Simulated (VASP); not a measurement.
# Cu (Fm-3m) in VASP: single point with LDA

Aim: the single point of Cu with LDA.

All numbers are computed with VASP 6.6.1; they aren't measurements. Logs are shortened: lines on timing, memory, paths and dates and some standing lists are left out, and cuts for length are marked.

**1. The cell of the first run**

It takes space group Fm-3m (No. 225, cubic). The conventional cell has a = 3.518 Å, b = 3.518 Å, c = 3.518 Å, α = 90.00°, β = 90.00°, γ = 90.00°. Within 3.3 Å of Cu (site symmetry m-3m) lie 12 Cu at 2.49 Å.

**2. Single point, LDA**

The input, INCAR:

```
PREC = Accurate
ENCUT = 520
EDIFF = 1E-7
ISMEAR = 0
SIGMA = 0.1
LREAL = False
LASPH = True
NELM = 80
ALGO = Fast
ISIF = 2
LWAVE = False
LCHARG = False
GGA = CA
NBANDS = 12
```

The input, KPOINTS:

```
Automatic mesh
0
Gamma
  38 38 38
```

The input, POSCAR:

```
Cu
1.0
    0.0000000000      1.7588262008      1.7588262008
    1.7588262008      0.0000000000      1.7588262008
    1.7588262008      1.7588262008      0.0000000000
Cu
1
Direct
    0.0000000000      0.0000000000      0.0000000000
```

Potentials or basis: VASP PAW LDA potentials, release 64 (Cu).

Launch:

```sh
cat potpaw_LDA.64/Cu/POTCAR > POTCAR
mpirun -np 1 vasp_std > vasp.out
```

OUTCAR:

```text
PREC = Accurate
   ENCUT = 520
   EDIFF = 1E-7
   ISMEAR = 0
   LREAL = False
   LASPH = True
   NELM = 80
   ISIF = 2
   GGA = CA

 ion  position               nearest neighbor table
   1  0.000  0.000  0.000-

  LATTYP: Found a face centered cubic cell.
 ALAT       =     3.5176524016

  Lattice vectors:

 A1 = (   0.0000000000,   1.7588262008,   1.7588262008)
 A2 = (   1.7588262008,   0.0000000000,   1.7588262008)
 A3 = (   1.7588262008,   1.7588262008,   0.0000000000)

Analysis of symmetry for initial positions (statically):
=====================================================================
 Subroutine PRICEL returns:
 Original cell was already a primitive cell.

 Routine SETGRP: Setting up the symmetry group for a
 face centered cubic supercell.

 Subroutine GETGRP returns: Found 48 space group operations
 (whereof 48 operations were pure point group operations)
 out of a pool of 48 trial point group operations.

The static configuration has the point symmetry O_h .

Analysis of symmetry for dynamics (positions and initial velocities):
=====================================================================
 Subroutine PRICEL returns:
 Original cell was already a primitive cell.

 Routine SETGRP: Setting up the symmetry group for a
 face centered cubic supercell.

 Subroutine GETGRP returns: Found 48 space group operations
 (whereof 48 operations were pure point group operations)
 out of a pool of 48 trial point group operations.

The dynamic configuration has the point symmetry O_h .

 Subroutine INISYM returns: Found 48 space group operations
 (whereof 48 operations are pure point group operations),
 and found     1 'primitive' translations

----------------------------------------------------------------------------------------

                                     Primitive cell

  volume of cell :      10.8818

  direct lattice vectors                    reciprocal lattice vectors
     0.000000000  1.758826201  1.758826201    -0.284280505  0.284280505  0.284280505
     1.758826201  0.000000000  1.758826201     0.284280505 -0.284280505  0.284280505
     1.758826201  1.758826201  0.000000000     0.284280505  0.284280505 -0.284280505

  length of vectors
     2.487355867  2.487355867  2.487355867     0.492388278  0.492388278  0.492388278

  position of ions in fractional coordinates (direct lattice)
     0.000000000  0.000000000  0.000000000

  ion indices of the primitive-cell ions
[... 81 lines left out ...]
   ISYM   =      2    0-nonsym 1-usesym 2-fastsym
   POTIM  = 0.5000    time-step for ionic-motion
   TEBEG  =    0.0;   TEEND  =   0.0 temperature during run
   PSTRESS=    0.0 pullay stress
   NELECT =      11.0000    total number of electrons
   NUPDOWN=      -1.0000    fix difference up-down
   EMIN   =  10.00;   EMAX   =-10.00  energy-range for DOS
   EFERMI =   0.00;   METHOD = LEGACY
   ISMEAR =     0;   SIGMA  =   0.10  broadening in eV -4-tet -1-fermi 0-gaus
   EFERMI_NEDOS =   21; number of points for ismear=-14 and -15
   IALGO  =     68    algorithm
   IMIX   =      4    mixing-type and parameters
     AMIX     =   0.40;   BMIX     =  1.00
     AMIX_MAG =   1.60;   BMIX_MAG =  1.00
  volume/ion in A,a.u.               =      10.88        73.43
  Fermi-wavevector in a.u.,A,eV,Ry     =   1.643007  3.104833 36.728555  2.699473
  Thomas-Fermi vector in A             =   2.733214
   LORBIT       =      0    0 simple, 1 ext, 2 COOP (PROOUT), +10 PAW based schemes
   GGA     = CA    functional components
   LHFCALC =     F    Hartree Fock is set to
   AEXX    =    0.0000 exact exchange contribution
   IVDW    =     0    specifies the selected vdW correction
   LEPSILON=     F    determine dielectric tensor
   LRPA    =     F    only Hartree local field effects (RPA)
 non-spin polarized calculation
 RMM-DIIS sequential band-by-band and
 Gauss-broadening in eV      SIGMA  =   0.10
  energy-cutoff  :      520.00
  volume of cell :       10.88
 maximum number of plane-waves:       305
   NGX =  9   NGY =  9   NGZ =  9

 number of electron      10.9999994 magnetization

 Free energy of the ion-electron system (eV)
  ---------------------------------------------------
  ext. energy  EPLUGINS =         0.00000000
  ---------------------------------------------------
  free energy    TOTEN  =        -4.70829777 eV

  energy without entropy =       -4.70697960  energy(sigma->0) =       -4.70763868

 E-fermi :   8.4443     XC(G=0): -13.5883

 val. band max:        8.4379413516   @ k =  -0.3684   0.1579   0.0263
 cond. band min:       8.4502875392   @ k =  -0.4737   0.1316   0.0526
 fundamental gap:      0.0123461876
 Fermi energy:         8.4442562513

 k-point     1 :       0.0000    0.0000    0.0000
  band No.  band energies     occupation
      1      -1.5786      2.00000
      2       5.0714      2.00000
      3       5.0714      2.00000
      4       5.0714      2.00000
      5       6.0220      2.00000
      6       6.0220      2.00000
      7      31.7368      0.00000
      8      34.8619      0.00000
      9      34.8619      0.00000
     10      34.8619      0.00000
     11      37.4805      0.00000
     12      37.4805      0.00000
[... 331 lines left out ...]
 k-point    24 :       0.1053    0.0263    0.0000
  band No.  band energies     occupation
      1      -1.1972      2.00000
      2       4.9816      2.00000
      3       5.1454      2.00000
      4       5.1498      2.00000
      5       5.9655      2.00000
      6       6.0240      2.00000
      7      29.5826      0.00000
      8      32.5078      0.00000
      9      33.2471      0.00000
     10      34.7376      0.00000
     11      38.0298      0.00000
     12      39.4167      0.00000

 [... further k-points ...]

------------------------ aborting loop because EDIFF is reached ----------------------------------------

  FORCE on cell =-STRESS in cart. coord.  units (eV):
  Direction    XX          YY          ZZ          XY          YZ          ZX
  --------------------------------------------------------------------------------------
  -------------------------------------------------------------------------------------
  Total        0.0561467      0.0561467      0.0561467     -0.0000000     -0.0000000      0.0000000
  in kB        8.2667682      8.2667682      8.2667682     -0.0000000     -0.0000000      0.0000000
  external PRESSURE =       8.2667682 kB  Pullay stress =       0.0000000 kB

 VOLUME and BASIS-vectors are now :
 -----------------------------------------------------------------------------
  energy-cutoff  :      520.00
  volume of cell :       10.88
      direct lattice vectors                 reciprocal lattice vectors
     0.000000000  1.758826201  1.758826201    -0.284280505  0.284280505  0.284280505
     1.758826201  0.000000000  1.758826201     0.284280505 -0.284280505  0.284280505
     1.758826201  1.758826201  0.000000000     0.284280505  0.284280505 -0.284280505

 POSITION                                       TOTAL-FORCE (eV/Angst)
 -----------------------------------------------------------------------------------
      0.00000      0.00000      0.00000         0.000000     -0.000000      0.000000
 -----------------------------------------------------------------------------------
    total drift:                                0.000000     -0.000000      0.000000

  FREE ENERGIE OF THE ION-ELECTRON SYSTEM (eV)
  ---------------------------------------------------
  free  energy   TOTEN  =        -4.7082977654 eV

  energy  without entropy=       -4.7069795971  energy(sigma->0) =       -4.70763868
```

OSZICAR:

```text
N       E                     dE             d eps       ncg     rms          rms(c)
DAV:   1     0.414873678039E+02    0.41487E+02   -0.53898E+03 38960   0.160E+03
DAV:   2    -0.439949558339E+01   -0.45887E+02   -0.42363E+02 35744   0.209E+02
DAV:   3    -0.571881391475E+01   -0.13193E+01   -0.13097E+01 40360   0.402E+01
DAV:   4    -0.572706970726E+01   -0.82558E-02   -0.82546E-02 39116   0.280E+00
DAV:   5    -0.572714497518E+01   -0.75268E-04   -0.75268E-04 41172   0.272E-01    0.806E+00
RMM:   6    -0.504690773269E+01    0.68024E+00   -0.31174E+00 43341   0.334E+01    0.418E+00
RMM:   7    -0.472816100636E+01    0.31875E+00   -0.44042E-01 43248   0.120E+01    0.107E+00
RMM:   8    -0.470957613169E+01    0.18585E-01   -0.19319E-02 44266   0.143E+00    0.253E-01
RMM:   9    -0.470826407073E+01    0.13121E-02   -0.30206E-03 45833   0.977E-01    0.278E-02
RMM:  10    -0.470830130948E+01   -0.37239E-04   -0.54968E-04 45596   0.323E-01    0.340E-02
RMM:  11    -0.470829586971E+01    0.54398E-05   -0.11008E-04 49629   0.109E-01    0.558E-03
RMM:  12    -0.470829757329E+01   -0.17036E-05   -0.21849E-05 49408   0.434E-02    0.117E-03
RMM:  13    -0.470829775871E+01   -0.18543E-06   -0.20941E-06 42859   0.158E-02    0.239E-03
RMM:  14    -0.470829776537E+01   -0.66568E-08   -0.91638E-07 35722   0.879E-03
   1 F= -.47082978E+01 E0= -.47076387E+01  d E =-.131817E-02
```

stdout:

```text
POSCAR found type information on POSCAR Cu
 POSCAR found :  1 types and       1 ions
 scaLAPACK will be used
 LDA part: xc-table for (Slater(with rela. corr.)+CA(PZ))
 , standard interpolation
 POSCAR, INCAR and KPOINTS ok, starting setup
 FFT: planning ... GRIDC
 FFT: planning ... GRID_SOFT
 FFT: planning ... GRID
 WAVECAR not read
 entering main loop
WARNING in EDDRMM: call to ZHEGV failed, returncode =   6  3     10
WARNING in EDDRMM: call to ZHEGV failed, returncode =   6  3      7
WARNING in EDDRMM: call to ZHEGV failed, returncode =   6  3      8
WARNING in EDDRMM: call to ZHEGV failed, returncode =   6  3      9
WARNING in EDDRMM: call to ZHEGV failed, returncode =   6  3     10
WARNING in EDDRMM: call to ZHEGV failed, returncode =   6  3     10
WARNING in EDDRMM: call to ZHEGV failed, returncode =   6  3      9
WARNING in EDDRMM: call to ZHEGV failed, returncode =   6  3      8
WARNING in EDDRMM: call to ZHEGV failed, returncode =   6  3      8
WARNING in EDDRMM: call to ZHEGV failed, returncode =   6  3      8
WARNING in EDDRMM: call to ZHEGV failed, returncode =   6  3      9
WARNING in EDDRMM: call to ZHEGV failed, returncode =   6  3      9
WARNING in EDDRMM: call to ZHEGV failed, returncode =   6  3      7
WARNING in EDDRMM: call to ZHEGV failed, returncode =   6  3      8
```

Wall time 3.4 min (1 thread of Intel Xeon 8259CL, shared host); peak memory 0.28 GiB.

What came out:

```
Free energy            : -4.7083 eV
Pressure               : 0.8 GPa
Band gap on the k mesh : zero (an odd number of electrons rules out a gap without spin polarisation)
```
